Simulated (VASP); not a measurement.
# Ge (P6_3/mmc) in VASP: vibrations by perturbation theory with PBEsol

Aim: the vibrations by perturbation theory of Ge with PBEsol.

Program: VASP 6.6.1. These are calculated values, not measurements. Logs are shortened: lines on timing, memory, paths and dates and some standing lists are left out, and cuts for length are marked.

### Step 1. The cell of the first run

The structure is hexagonal, space group P6_3/mmc (No. 194). The conventional cell has a = 3.981 Å, b = 3.981 Å, c = 6.554 Å, α = 90.00°, β = 90.00°, γ = 120.00°. Ge (site symmetry 3m) has 4 Ge at 2.44 to 2.45 Å within 3.2 Å.

This isn't the form of Ge at room conditions, which is diamond.

### Step 2. Vibrations by perturbation theory, PBEsol (22.48 Å³/atom)

Contents of INCAR:

```
  PREC = Accurate
  ENCUT = 520
  EDIFF = 1E-8
  ISMEAR = -1
  SIGMA = 0.1
  LREAL = F
  LASPH = T
  NELM = 100
  ALGO = Normal
  ISIF = 2
  LWAVE = F
  LCHARG = F
  GGA = PS
  NBANDS = 36
  IBRION = 8
  NSW = 1
```

Contents of KPOINTS:

```
Automatic mesh
0
Gamma
  8 8 4
```

Contents of POSCAR:

```
Ge
1.0
    3.9806586256      0.0000000000      0.0000000000
   -1.9903293128      3.4473514936      0.0000000000
    0.0000000000      0.0000000000      6.5540101061
Ge
4
Direct
    0.6666666667      0.3333333333      0.0627750124
    0.3333333333      0.6666666667      0.5627750124
    0.6666666667      0.3333333333      0.4372249876
    0.3333333333      0.6666666667      0.9372249876
```

Potentials or basis: VASP PAW PBE potentials, release 64 (Ge_d).

Command:

```bash
$ cat potpaw_PBE.64/Ge_d/POTCAR > POTCAR
$ mpirun -np 1 vasp_std > vasp.out
```

OUTCAR:

```text
PREC = Accurate
   ENCUT = 520
   EDIFF = 1E-8
   ISMEAR = -1
   LREAL = F
   LASPH = T
   NELM = 100
   ISIF = 2
   GGA = PS
   IBRION = 8
   NSW = 1

 ion  position               nearest neighbor table
   1  0.667  0.333  0.063-   4 2.44   4 2.44   4 2.44   3 2.45
   2  0.333  0.667  0.563-   3 2.44   3 2.44   3 2.44   4 2.45
   3  0.667  0.333  0.437-   2 2.44   2 2.44   2 2.44   1 2.45
   4  0.333  0.667  0.937-   1 2.44   1 2.44   1 2.44   2 2.45

  LATTYP: Found a hexagonal cell.
 ALAT       =     3.9806586256
 C/A-ratio  =     1.6464637445

  Lattice vectors:

 A1 = (   3.9806586256,   0.0000000000,   0.0000000000)
 A2 = (  -1.9903293128,   3.4473514936,   0.0000000000)
 A3 = (   0.0000000000,   0.0000000000,   6.5540101061)

Analysis of symmetry for initial positions (statically):
=====================================================================
 Subroutine PRICEL returns:
 Original cell was already a primitive cell.

 Routine SETGRP: Setting up the symmetry group for a
 hexagonal supercell.

 Subroutine GETGRP returns: Found 24 space group operations
 (whereof 12 operations were pure point group operations)
 out of a pool of 24 trial point group operations.

The static configuration has the point symmetry D_3d.
 The point group associated with its full space group is D_6h.

Analysis of symmetry for dynamics (positions and initial velocities):
=====================================================================
 Subroutine PRICEL returns:
 Original cell was already a primitive cell.

 Routine SETGRP: Setting up the symmetry group for a
 hexagonal supercell.

 Subroutine GETGRP returns: Found 24 space group operations
 (whereof 12 operations were pure point group operations)
 out of a pool of 24 trial point group operations.

The dynamic configuration has the point symmetry D_3d.
 The point group associated with its full space group is D_6h.

 Subroutine INISYM returns: Found 24 space group operations
 (whereof 12 operations are pure point group operations),
 and found     1 'primitive' translations

----------------------------------------------------------------------------------------

                                     Primitive cell

  volume of cell :      89.9389

  direct lattice vectors                    reciprocal lattice vectors
     3.980658626  0.000000000  0.000000000     0.251214709  0.145038880  0.000000000
    -1.990329313  3.447351494  0.000000000     0.000000000  0.290077760  0.000000000
     0.000000000  0.000000000  6.554010106     0.000000000  0.000000000  0.152578343

  length of vectors
     3.980658626  3.980658626  6.554010106     0.290077760  0.290077760  0.152578343

  position of ions in fractional coordinates (direct lattice)
     0.666666667  0.333333333  0.062775012
     0.333333333  0.666666667  0.562775012
     0.666666667  0.333333333  0.437224988
     0.333333333  0.666666667  0.937224988

  ion indices of the primitive-cell ions
   primitive index   ion index
                 1           1
                 2           2
[... 115 lines left out ...]

 Free energy of the ion-electron system (eV)
  ---------------------------------------------------
  ext. energy  EPLUGINS =         0.00000000
  ---------------------------------------------------
  free energy    TOTEN  =       -19.67621455 eV

  energy without entropy =      -19.66826928  energy(sigma->0) =      -19.67224191

 E-fermi :   5.0000     XC(G=0): -10.1561

 val. band max:        4.8532017865   @ k =   0.0000   0.0000   0.0000
 cond. band min:       5.0585751406   @ k =   0.0000   0.0000   0.2500
 fundamental gap:      0.2053733541
 Fermi energy:         5.0000283485

 k-point     1 :       0.0000    0.0000    0.0000
  band No.  band energies     occupation
      1     -19.8860      2.00000
      2     -19.8860      2.00000
      3     -19.8482      2.00000
      4     -19.8458      2.00000
      5     -19.8458      2.00000
      6     -19.8336      2.00000
[... 925 lines left out ...]
     35      12.4611      0.00000
     36      12.4611      0.00000

 [... further k-points ...]
[... 5 lines left out ...]
  --------------------------------------------------------------------------------------
  -------------------------------------------------------------------------------------
  Total        0.5249920      0.5249920      0.5468747      0.0000000      0.0000000      0.0000000
  in kB        9.3522397      9.3522397      9.7420601      0.0000000      0.0000000      0.0000000
  external PRESSURE =       9.4821798 kB  Pullay stress =       0.0000000 kB

 VOLUME and BASIS-vectors are now :
 -----------------------------------------------------------------------------
  energy-cutoff  :      520.00
  volume of cell :       89.94
      direct lattice vectors                 reciprocal lattice vectors
     3.980658626  0.000000000  0.000000000     0.251214709  0.145038880  0.000000000
    -1.990329313  3.447351494  0.000000000     0.000000000  0.290077760  0.000000000
     0.000000000  0.000000000  6.554010106     0.000000000  0.000000000  0.152578343

 POSITION                                       TOTAL-FORCE (eV/Angst)
 -----------------------------------------------------------------------------------
      1.99033      1.14912      0.41143        -0.000000     -0.000000     -0.000585
     -0.00000      2.29823      3.68843         0.000000      0.000000     -0.000585
      1.99033      1.14912      2.86558        -0.000000     -0.000000      0.000585
     -0.00000      2.29823      6.14258         0.000000      0.000000      0.000585
 -----------------------------------------------------------------------------------
    total drift:                               -0.000000      0.000000     -0.000000

  FREE ENERGIE OF THE ION-ELECTRON SYSTEM (eV)
  ---------------------------------------------------
  free  energy   TOTEN  =       -19.6762145504 eV

  energy  without entropy=      -19.6682692795  energy(sigma->0) =      -19.67224191

[... ionic steps 2 to 3 ...]

--------------------------------------- Ionic step        4  -------------------------------------------

------------------------ aborting loop because EDIFF is reached ----------------------------------------

[... ionic steps 5 to 5 ...]

--------------------------------------- Ionic step        6  -------------------------------------------

 Free energy of the ion-electron system (eV)
  ---------------------------------------------------
  ---------------------------------------------------
  free energy    TOTEN  =        -0.20386369 eV

  energy without entropy =       -0.20385981

------------------------ aborting loop because EDIFF is reached ----------------------------------------

 INTERNAL STRAIN TENSOR  FOR ION    1  DIRECTION 3   (eV/Angst):
 -----------------------------------------------------------------------------
    -5.41371 -0.00000  0.00000
     0.00000 -5.41371  0.00000
     0.00000  0.00000 10.15425

 INTERNAL STRAIN TENSOR FOR ION    4 for displacements in x,y,z  (eV/Angst):
          X           Y           Z          XY          YZ          ZX
  --------------------------------------------------------------------------------
  x    -0.00000     0.00000     0.00000    -7.48589     0.00000     5.96231
  y    -7.48589     7.48589     0.00000     0.00000     5.36233     0.00000
  z     5.41371     5.41371   -10.15425     0.00000     0.00000     0.00000

 SECOND DERIVATIVES (NOT SYMMETRIZED)
 ------------------------------------
               1X          1Y          1Z          2X          2Y          2Z          3X          3Y          3Z          4X          4Y          4Z
  1X   -10.989624    0.000000    0.000000   -0.322636    0.000000    0.000000    0.703293   -0.000000    0.000000   10.608967    0.000000    0.000000
  1Y     0.000000  -10.989624    0.000000    0.000000   -0.322636    0.000000    0.000000    0.703293    0.000000    0.000000   10.608967    0.000000
  1Z     0.000000    0.000000  -12.387765    0.000000    0.000000    1.302389    0.000000    0.000000    6.480338    0.000000    0.000000    4.605038
  2X    -0.322636    0.000000    0.000000  -10.989624   -0.000000    0.000000   10.608967    0.000000    0.000000    0.703293    0.000000    0.000000
  2Y     0.000000   -0.322636    0.000000    0.000000  -10.989624    0.000000    0.000000   10.608967    0.000000    0.000000    0.703293    0.000000
  2Z     0.000000    0.000000    1.302389   -0.000000   -0.000000  -12.387765    0.000000   -0.000000    4.605038    0.000000    0.000000    6.480338
  3X     0.703293    0.000000    0.000000   10.608967    0.000000    0.000000  -10.989624   -0.000000    0.000000   -0.322636    0.000000    0.000000
  3Y     0.000000    0.703293    0.000000    0.000000   10.608967    0.000000    0.000000  -10.989624    0.000000    0.000000   -0.322636    0.000000
  3Z     0.000000    0.000000    6.480338    0.000000   -0.000000    4.605038   -0.000000   -0.000000  -12.387765    0.000000    0.000000    1.302389
  4X    10.608967    0.000000    0.000000    0.703293   -0.000000    0.000000   -0.322636    0.000000    0.000000  -10.989624    0.000000    0.000000
  4Y     0.000000   10.608967    0.000000    0.000000    0.703293    0.000000    0.000000   -0.322636    0.000000    0.000000  -10.989624    0.000000
  4Z     0.000000    0.000000    4.605038    0.000000    0.000000    6.480338    0.000000    0.000000    1.302389    0.000000    0.000000  -12.387765

 Eigenvectors and eigenvalues of the dynamical matrix
 ----------------------------------------------------

   1 f  =    8.726542 THz    54.830482 2PiTHz  291.086118 cm-1    36.090063 meV
             X         Y         Z           dx          dy          dz
      1.990329  1.149117  0.411428     0.000001    0.500000   -0.000000
     -0.000000  2.298234  3.688433     0.000001    0.500000   -0.000000
      1.990329  1.149117  2.865577    -0.000001   -0.500000    0.000000
     -0.000000  2.298234  6.142582    -0.000001   -0.500000    0.000000
[... 71 lines left out ...]
  12 f  =    0.000000 THz     0.000000 2PiTHz    0.000001 cm-1     0.000000 meV
             X         Y         Z           dx          dy          dz
      1.990329  1.149117  0.411428    -0.019572    0.485063   -0.119710
     -0.000000  2.298234  3.688433    -0.019572    0.485063   -0.119710
      1.990329  1.149117  2.865577    -0.019572    0.485063   -0.119710
     -0.000000  2.298234  6.142582    -0.019572    0.485063   -0.119710

--------------------------------------------------------------------------------------------------------

 ELASTIC MODULI CONTR FROM IONIC RELAXATION (kBar)
 Direction    XX          YY          ZZ          XY          YZ          ZX
 --------------------------------------------------------------------------------
 XX        -288.2932     99.9015    176.6790     -0.0000     -0.0000     -0.0000
 YY          99.9015   -288.2932    176.6790      0.0000      0.0000     -0.0000
 ZZ         176.6790    176.6790   -331.3889     -0.0000      0.0000      0.0000
 XY          -0.0000      0.0000     -0.0000   -194.0973     -0.0000      0.0000
 YZ          -0.0000      0.0000      0.0000     -0.0000    -90.5631      0.0000
 ZX          -0.0000     -0.0000      0.0000      0.0000      0.0000   -111.9625
 --------------------------------------------------------------------------------
```

It took 13 min on 1 thread of Intel Xeon Platinum 8488C (Sapphire Rapids), shared host; peak memory 0.8 GiB.

What came out:

| Property | Result |
| --- | --- |
| Highest phonon frequency at Γ | 291 cm⁻¹ |

Phonon frequencies in cm⁻¹ (negative: imaginary):
```
              q point                              frequencies
(0.000, 0.000, 0.000)  0 0 0 53 53 210 241 278 278 288 291 291
```

Caveat: the PAW data sets were made with another functional, which shifts forces and pressure a little.
